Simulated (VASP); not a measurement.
Here is a VASP 6.6.1 calculation.

The input INCAR:

```
SYSTEM = C
ALGO     = Normal         ! electronic algorithm
EDIFF    = 1E-7           ! SCF threshold, eV
ENCUT    = 520            ! plane-wave cutoff, eV
GGA      = PE             ! functional
ISIF     = 2              ! what is computed and relaxed
ISMEAR   = 0              ! smearing method
IVDW     = 12             ! dispersion correction
LASPH    = .TRUE.         ! aspherical terms in the spheres
LCHARG   = .FALSE.        ! write CHGCAR
LREAL    = .FALSE.        ! projectors in reciprocal space
LWAVE    = .FALSE.        ! write WAVECAR
NBANDS   = 11             ! bands
NELM     = 80             ! most SCF steps
PREC     = Accurate       ! precision mode
SIGMA    = 0.15           ! smearing width, eV
```

KPOINTS

```
k-points
0
G
  21 21 12
  0 0 0
```

POSCAR

```
C
1.0
    2.4851167323      0.0000000000      0.0000000000
   -1.2425583661      2.1521742215      0.0000000000
    0.0000000000      0.0000000000      3.6016171223
C
2
Direct
    0.3192782444      0.6385564889      0.0000000000
    0.6807217556      0.3614435111      0.0000000000
```

Potentials or basis: VASP PAW PBE potentials, release 64 (C).

Command:

```bash
$ cat potpaw_PBE.64/C/POTCAR > POTCAR
$ mpirun -np 1 vasp_std > vasp.out
```

Predict the band gap on the k mesh.

zero (bands 4 and 5 overlap by 0.36 eV).

Predict the largest force.

5.221 eV/Å.

Stress tensor (GPa, compression positive):
```
  7.18   0.00   0.00
  0.00 -10.14   0.00
  0.00   0.00  -0.35
```

Caveat: the cell differs from its parent crystal (atoms displaced along a vibrational mode, the cell strained); forces of over 1 eV/Å act on the atoms, so gaps and moduli don't describe the material at rest.
